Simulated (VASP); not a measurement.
# Ge (Cmmm) in VASP: a series of runs

Ge is run at these levels: BLYP+D3(BJ), BLYP+D4; tasks: single point.

All numbers are computed with VASP 6.6.1; they aren't measurements. Logs are shortened: lines on timing, memory, paths and dates and some standing lists are left out, and cuts for length are marked.

### Step 1. The cell of the first run

It takes space group Cmmm (No. 65, orthorhombic). Conventional cell: a = 2.857 Å, b = 4.986 Å, c = 2.712 Å, α = 90.00°, β = 90.00°, γ = 90.00°. Within 3.6 Å of Ge (site symmetry mmm) lie 8 Ge at 2.71 to 2.87 Å.

This isn't the form of Ge at room conditions, which is diamond.

### Step 2. Single point, BLYP+D3(BJ)

INCAR reads:

```
SYSTEM = Ge
PREC = Accurate ; ENCUT = 520
EDIFF = 1E-6 ; ISMEAR = -1
SIGMA = 0.05 ; LREAL = .False.
LASPH = .True. ; NELM = 80
ALGO = Normal ; ISIF = 2
LWAVE = .False. ; LCHARG = .False.
GGA = B5 ; ALDAX = 1.0
AGGAX = 1.0 ; AGGAC = 1.0
ALDAC = 0.0 ; IVDW = 12
VDW_S6 = 1.0 ; VDW_S8 = 2.6996
VDW_A1 = 0.4298 ; VDW_A2 = 4.2359
NBANDS = 13
```

KPOINTS reads:

```
Automatic mesh
0
Gamma
  11 11 10
  0 0 0
```

POSCAR reads:

```
Ge
1.0
    1.4287431082     -2.4932475869      0.0000000000
    1.4287431082      2.4932475869      0.0000000000
    0.0000000000      0.0000000000      2.7120826274
Ge
1
Direct
    0.5000000000      0.5000000000      0.0000000000
```

Potentials or basis: VASP PAW PBE potentials, release 64 (Ge_d).

The run is started by

```bash
$ cat potpaw_PBE.64/Ge_d/POTCAR > POTCAR
$ mpirun -np 1 vasp_std > vasp.out
```

OUTCAR:

```text
SYSTEM = Ge
   PREC = Accurate
   ENCUT = 520
   EDIFF = 1E-6
   ISMEAR = -1
   LREAL = .False.
   LASPH = .True.
   NELM = 80
   ISIF = 2
   GGA = B5
   IVDW = 12
 IVDW          = 12

 ion  position               nearest neighbor table
   1  0.500  0.500  0.000-

  LATTYP: Found a base centered orthorhombic cell.
 ALAT       =     2.8574862164
 B/A-ratio  =     1.7450635965
 C/A-ratio  =     0.9491148590

  Lattice vectors:

 A1 = (   1.4287431082,  -2.4932475869,   0.0000000000)
 A2 = (   1.4287431082,   2.4932475869,   0.0000000000)
 A3 = (   0.0000000000,   0.0000000000,   2.7120826274)

Analysis of symmetry for initial positions (statically):
=====================================================================
 Subroutine PRICEL returns:
 Original cell was already a primitive cell.

 Routine SETGRP: Setting up the symmetry group for a
 base centered orthorhombic supercell.

 Subroutine GETGRP returns: Found  8 space group operations
 (whereof  8 operations were pure point group operations)
 out of a pool of  8 trial point group operations.

The static configuration has the point symmetry D_2h.

Analysis of symmetry for dynamics (positions and initial velocities):
=====================================================================
 Subroutine PRICEL returns:
 Original cell was already a primitive cell.

 Routine SETGRP: Setting up the symmetry group for a
 base centered orthorhombic supercell.

 Subroutine GETGRP returns: Found  8 space group operations
 (whereof  8 operations were pure point group operations)
 out of a pool of  8 trial point group operations.

The dynamic configuration has the point symmetry D_2h.

 Subroutine INISYM returns: Found  8 space group operations
 (whereof  8 operations are pure point group operations),
 and found     1 'primitive' translations

----------------------------------------------------------------------------------------

                                     Primitive cell

  volume of cell :      19.3220

  direct lattice vectors                    reciprocal lattice vectors
     1.428743108 -2.493247587  0.000000000     0.349957944 -0.200541656  0.000000000
     1.428743108  2.493247587  0.000000000     0.349957944  0.200541656  0.000000000
     0.000000000  0.000000000  2.712082627     0.000000000  0.000000000  0.368720329

  length of vectors
     2.873602338  2.873602338  2.712082627     0.403345408  0.403345408  0.368720329

  position of ions in fractional coordinates (direct lattice)
[... 85 lines left out ...]
   POTIM  = 0.5000    time-step for ionic-motion
   TEBEG  =    0.0;   TEEND  =   0.0 temperature during run
   PSTRESS=    0.0 pullay stress
   NELECT =      14.0000    total number of electrons
   NUPDOWN=      -1.0000    fix difference up-down
   EMIN   =  10.00;   EMAX   =-10.00  energy-range for DOS
   EFERMI =   0.00;   METHOD = LEGACY
   ISMEAR =    -1;   SIGMA  =   0.05  broadening in eV -4-tet -1-fermi 0-gaus
   EFERMI_NEDOS =   21; number of points for ismear=-14 and -15
   IALGO  =     38    algorithm
   IMIX   =      4    mixing-type and parameters
     AMIX     =   0.40;   BMIX     =  1.00
     AMIX_MAG =   1.60;   BMIX_MAG =  1.00
  volume/ion in A,a.u.               =      19.32       130.39
  Fermi-wavevector in a.u.,A,eV,Ry     =   1.470393  2.778639 29.416542  2.162055
  Thomas-Fermi vector in A             =   2.585655
   LORBIT       =      0    0 simple, 1 ext, 2 COOP (PROOUT), +10 PAW based schemes
   GGA     = B5    functional components
   LHFCALC =     F    Hartree Fock is set to
   AEXX    =    0.0000 exact exchange contribution
   IVDW    =    12    specifies the selected vdW correction
   LEPSILON=     F    determine dielectric tensor
   LRPA    =     F    only Hartree local field effects (RPA)
 non-spin polarized calculation
  energy-cutoff  :      520.00
  volume of cell :       19.32
 maximum number of plane-waves:       542
 NGX is ok and might be reduce to    24
   NGX = 11   NGY = 11   NGZ = 11

 number of electron      14.0000004 magnetization

 Free energy of the ion-electron system (eV)
  ---------------------------------------------------
  ext. energy  EPLUGINS =         0.00000000
  ---------------------------------------------------
  free energy    TOTEN  =        -3.40992620 eV

  energy without entropy =       -3.40580703  energy(sigma->0) =       -3.40786661

 E-fermi :   6.8544     XC(G=0): -10.4910

 val. band max:        6.8531075728   @ k =  -0.3636   0.3636   0.4000
 cond. band min:       6.8623834195   @ k =  -0.3636   0.1818   0.1000
 fundamental gap:      0.0092758467
 Fermi energy:         6.8544138715

 k-point     1 :       0.0000    0.0000    0.0000
  band No.  band energies     occupation
      1     -17.8945      2.00000
      2     -17.8367      2.00000
      3     -17.8309      2.00000
      4     -17.6761      2.00000
      5     -17.6738      2.00000
      6      -6.1419      2.00000
      7      13.1150      0.00000
      8      14.8428      0.00000
      9      14.9820      0.00000
     10      17.0142      0.00000
     11      21.0714      0.00000
     12      21.3012      0.00000
     13      21.9129      0.00000
[... 354 lines left out ...]
  band No.  band energies     occupation
      1     -17.8807      2.00000
      2     -17.8374      2.00000
      3     -17.7952      2.00000
      4     -17.6913      2.00000
      5     -17.6774      2.00000
      6      -5.3663      2.00000
      7       9.9588      0.00000
      8      13.3003      0.00000
      9      13.8497      0.00000
     10      17.3300      0.00000
     11      18.8038      0.00000
     12      24.4723      0.00000
     13      25.2970      0.00000

 [... further k-points ...]

------------------------ aborting loop because EDIFF is reached ----------------------------------------

 Edisp (eV)   -0.79471

 E8    (eV) :    -0.5895

  FORCE on cell =-STRESS in cart. coord.  units (eV):
  Direction    XX          YY          ZZ          XY          YZ          ZX
  --------------------------------------------------------------------------------------
  -------------------------------------------------------------------------------------
  Total       0.00505     0.00159     0.01727     0.00000     0.00000     0.00000
  in kB       0.41914     0.13221     1.43176     0.00000     0.00000     0.00000
  external pressure =        0.66 kB  Pullay stress =        0.00 kB

 VOLUME and BASIS-vectors are now :
 -----------------------------------------------------------------------------
  energy-cutoff  :      520.00
  volume of cell :       19.32
      direct lattice vectors                 reciprocal lattice vectors
     1.428743108 -2.493247587  0.000000000     0.349957944 -0.200541656  0.000000000
     1.428743108  2.493247587  0.000000000     0.349957944  0.200541656  0.000000000
     0.000000000  0.000000000  2.712082627     0.000000000  0.000000000  0.368720329

 POSITION                                       TOTAL-FORCE (eV/Angst)
 -----------------------------------------------------------------------------------
      1.42874      0.00000      0.00000         0.000000     -0.000000      0.000000
 -----------------------------------------------------------------------------------
    total drift:                               -0.000000     -0.000000     -0.000000

  FREE ENERGIE OF THE ION-ELECTRON SYSTEM (eV)
  ---------------------------------------------------
  free  energy   TOTEN  =        -4.2046327413 eV

  energy  without entropy=       -4.2005135667  energy(sigma->0) =       -4.20257315
```

stdout:

```text
POSCAR found type information on POSCAR Ge
 POSCAR found :  1 types and       1 ions
 scaLAPACK will be used
 -----------------------------------------------------------------------------
|                                                                             |
|                                                                             |
|     You enforced a specific xc type in the INCAR file but a different       |
|     I HOPE YOU KNOW WHAT YOU ARE DOING!                                     |
|                                                                             |
 -----------------------------------------------------------------------------

 LDA part: xc-table for (Slater(with rela. corr.)+VWN5), standard interpolation
 POSCAR, INCAR and KPOINTS ok, starting setup
 FFT: planning ... GRIDC
 FFT: planning ... GRID_SOFT
 FFT: planning ... GRID
 WAVECAR not read
 entering main loop
```

It took 42 s on 1 thread of Intel Xeon 8259CL, shared host; peak memory 0.18 GiB.

What came out:

- Free energy: -4.2046 eV
- Pressure: 0.1 GPa
- Band gap on the k mesh: zero (bands 7 and 8 overlap by 8.52 eV)
- Dispersion energy per atom: -0.795 eV

Stress tensor (GPa, compression positive):
```
0.04 0.00 0.00
0.00 0.01 0.00
0.00 0.00 0.14
```

Caveat: the PAW data sets were made with another functional, which shifts forces and pressure a little.

### Step 3. Single point, BLYP+D4

This run uses another cell than the first one, of 19.59 Å³/atom.

INCAR reads:

```
SYSTEM = Ge
PREC = Accurate
ENCUT = 520
EDIFF = 1E-6
ISMEAR = -1
SIGMA = 0.05
LREAL = .FALSE.
LASPH = .TRUE.
NELM = 100
ALGO = Normal
ISIF = 2
LWAVE = .FALSE.
LCHARG = .FALSE.
GGA = B5
ALDAX = 1.0
AGGAX = 1.0
AGGAC = 1.0
ALDAC = 0.0
IVDW = 13
VDW_S6 = 1.0
VDW_S8 = 2.34076671
VDW_A1 = 0.44488865
VDW_A2 = 4.0933009
NBANDS = 13
```

KPOINTS reads:

```
Automatic mesh
0
G
  11 11 10
  0 0 0
```

POSCAR reads:

```
Ge
1.0
    1.4381056374     -2.4986973787      0.0000000000
    1.4381056374      2.4986973787      0.0000000000
    0.0000000000      0.0000000000      2.7253629634
Ge
1
Direct
    0.5000000000      0.5000000000      0.0000000000
```

Potentials or basis: VASP PAW PBE potentials, release 64 (Ge_d).

The run is started by

```bash
$ cat potpaw_PBE.64/Ge_d/POTCAR > POTCAR
$ mpirun -np 1 vasp_std > vasp.out
```

OUTCAR:

```text
SYSTEM = Ge
   PREC = Accurate
   ENCUT = 520
   EDIFF = 1E-6
   ISMEAR = -1
   LREAL = .FALSE.
   LASPH = .TRUE.
   NELM = 100
   ISIF = 2
   GGA = B5
   IVDW = 13

 ion  position               nearest neighbor table
   1  0.500  0.500  0.000-

  LATTYP: Found a base centered orthorhombic cell.
 ALAT       =     2.8762112748
 B/A-ratio  =     1.7374922354
 C/A-ratio  =     0.9475531187

  Lattice vectors:

 A1 = (   1.4381056374,  -2.4986973787,   0.0000000000)
[... 563 lines left out ...]
     12      24.1621      0.00000
     13      24.9638      0.00000

 [... further k-points ...]

------------------------ aborting loop because EDIFF is reached ----------------------------------------

  DFT-D4 for vdW energy calculation

  Edisp (eV):   -0.70803

  FORCE on cell =-STRESS in cart. coord.  units (eV):
  Direction    XX          YY          ZZ          XY          YZ          ZX
  --------------------------------------------------------------------------------------
  -------------------------------------------------------------------------------------
  Total       0.00702     0.00434     0.01320     0.00000     0.00000     0.00000
  in kB       0.57397     0.35514     1.07952     0.00000     0.00000     0.00000
  external pressure =        0.67 kB  Pullay stress =        0.00 kB

 VOLUME and BASIS-vectors are now :
 -----------------------------------------------------------------------------
  energy-cutoff  :      520.00
  volume of cell :       19.59
      direct lattice vectors                 reciprocal lattice vectors
     1.438105637 -2.498697379  0.000000000     0.347679605 -0.200104264  0.000000000
     1.438105637  2.498697379  0.000000000     0.347679605  0.200104264  0.000000000
     0.000000000  0.000000000  2.725362963     0.000000000  0.000000000  0.366923604

 POSITION                                       TOTAL-FORCE (eV/Angst)
 -----------------------------------------------------------------------------------
      1.43811      0.00000      0.00000        -0.000000      0.000000      0.000000
 -----------------------------------------------------------------------------------
    total drift:                               -0.000000     -0.000000     -0.000000

  FREE ENERGIE OF THE ION-ELECTRON SYSTEM (eV)
  ---------------------------------------------------
  free  energy   TOTEN  =        -4.1281594242 eV

  energy  without entropy=       -4.1241507383  energy(sigma->0) =       -4.12615508
```

Run time: 50 s. Hardware: 1 thread of Intel Xeon 8259CL, shared host; peak memory 0.17 GiB.

What came out:

* Free energy: -4.1282 eV
* Pressure: 0.1 GPa
* Band gap on the k mesh: zero (bands 7 and 8 overlap by 8.36 eV)
* Dispersion energy per atom: -0.708 eV

Caveat: the PAW data sets were made with another functional, which shifts forces and pressure a little.
